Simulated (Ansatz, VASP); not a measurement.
## Cr in VASP and in Ansatz

Contents of INCAR:

```
PREC = Accurate
ENCUT = 700
EDIFF = 1E-6
ISMEAR = -1
SIGMA = 0.03
LREAL = False
LASPH = True
NELM = 120
ALGO = Normal
ISIF = 2
LWAVE = False
LCHARG = True
LELF = True
LVHAR = True
NBANDS = 21
GGA_COMPAT = False
```

File KPOINTS:

```
regular mesh
0
Gamma
  12 12 7
```

The input POSCAR:

```
Cr
1.0
    2.6203381898      0.0000000000      0.0000000000
   -1.3101690949      2.2692794389      0.0000000000
    0.0000000000      0.0000000000      4.2578081861
Cr
2
Direct
    0.3333333333      0.6666666667      0.2500000000
    0.6666666667      0.3333333333      0.7500000000
```

Input for Ansatz:

```yaml
crystal:
  lattice:
    - [2.6203381898, 0.0, 0.0]
    - [-1.3101690949, 2.2692794389, 0.0]
    - [0.0, 0.0, 4.2578081861]
  atoms:
    - { symbol: Cr, position: [0.3333333333, 0.6666666667, 0.25] }
    - { symbol: Cr, position: [0.6666666667, 0.3333333333, 0.75] }
kpoints:
  mp_grid: { grid: [12, 12, 7] }
scf:
  occupations: { method: fermi_dirac, width: 0.03 }
  lower_state_search: "off"
hamiltonian:
  xc: lda
  pseudopotentials: { kind: paw }
output:
  forces: true
  stress: true
  eigenvalues: true
```

Change from the starting cell: volume scaled by 0.9, no spin polarisation, PAW files.

Alike in both runs: task single point; functional LDA; k mesh 12 × 12 × 7; occupations fermi-dirac, width 0.03 eV; no spin polarisation.

```csv
,VASP,Ansatz
version,VASP 6.6.1,Ansatz 0.2.0
potentials or method,"VASP PAW LDA potentials, release 64 (Cr_sv)","PAW with Ansatz's default frozen-core files, scalar-relativistic"
plane-wave cutoff (eV),700,420
valence electrons in the cell,28,28
```

```csv
,VASP,Ansatz,Ansatz less VASP
pressure (GPa),-27.3,-27.0,+0.23
"traceless stress, the component that is largest in VASP (GPa)",6.48,6.40,-0.087
```

LDA's correlation is that of Perdew and Zunger in VASP and of Perdew and Wang (1992) in Ansatz.
